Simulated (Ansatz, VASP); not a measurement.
CaS in VASP and in Ansatz

The input INCAR:

```
SYSTEM = CaS
ALGO     = Normal         ! electronic algorithm
EDIFF    = 1E-7           ! SCF threshold, eV
EDIFFG   = -0.08          ! ionic threshold
ENCUT    = 500            ! plane-wave cutoff, eV
GGA      = PE             ! functional
GGA_COMPAT= .False.      
IBRION   = 2              ! ionic algorithm
ISIF     = 3              ! what is computed and relaxed
ISMEAR   = 0              ! smearing method
LASPH    = .True.         ! aspherical terms in the spheres
LCHARG   = .False.        ! write CHGCAR
LREAL    = .False.        ! projectors in reciprocal space
LWAVE    = .False.        ! write WAVECAR
NELM     = 120            ! most SCF steps
NELMIN   = 4            
NSW      = 36             ! ionic steps
PREC     = Accurate       ! precision mode
SIGMA    = 0.15           ! smearing width, eV
```

KPOINTS

```
k-points
0
Gamma
  4 4 4
  0 0 0
```

The input POSCAR:

```
CaS
1.0
    0.0000000000      2.9187465100      2.9187465100
    2.9187465100      0.0000000000      2.9187465100
    2.9187465100      2.9187465100      0.0000000000
Ca S
1 1
Direct
    0.0000000000      0.0000000000      0.0000000000
    0.5000000000      0.5000000000      0.5000000000
```

Input for Ansatz:

```yaml
crystal:
  lattice:
    - [0.0, 2.91874651, 2.91874651]
    - [2.91874651, 0.0, 2.91874651]
    - [2.91874651, 2.91874651, 0.0]
  atoms:
    - { symbol: Ca, position: [0.0, 0.0, 0.0] }
    - { symbol: S, position: [0.5, 0.5, 0.5] }
basis:
  ecutwfc: 420
kpoints:
  mp_grid: { grid: [4, 4, 4] }
hamiltonian:
  xc: pbe
scf:
  occupations: { method: gaussian, width: 0.15 }
  lower_state_search: "off"
output:
  forces: true
  stress: true
  eigenvalues: true
relax:
  adjacent_minimum: "off"
  f_tol: 0.08
  max_steps: 16
  cell: { stress_tol: 0.8 }
```

Change from the starting cell: species swapped into the DySb type (Fm-3m, No. 225).

Alike in both runs: task relaxation of cell and atoms; functional PBE; k mesh 4 × 4 × 4; occupations gaussian, width 0.15 eV; no spin polarisation.

```csv
,VASP,Ansatz
version,VASP 6.6.1,Ansatz 0.2.0
potentials or method,"VASP PAW PBE potentials, release 64 (Ca_sv, S), cutoff 500 eV","scalar-relativistic, plane waves, PAW"
valence electrons in the cell,16,16
```

Ansatz gave:

| Item | Value |
| --- | --- |
| gap on the k mesh at the Fermi level, each at its own relaxed structure (eV) | 2.38 |
| relaxed volume (Å³/atom) | 23.39 |
| relaxed cell length with the largest relative difference (Å) | 4.044 |

**Question.** Which values does VASP return?

**Answer.** gap on the k mesh at the Fermi level, each at its own relaxed structure (eV): 2.36; relaxed volume (Å³/atom): 23.19; relaxed cell length with the largest relative difference (Å): 4.033.

The k mesh is coarse, so the values compare programs but aren't converged.
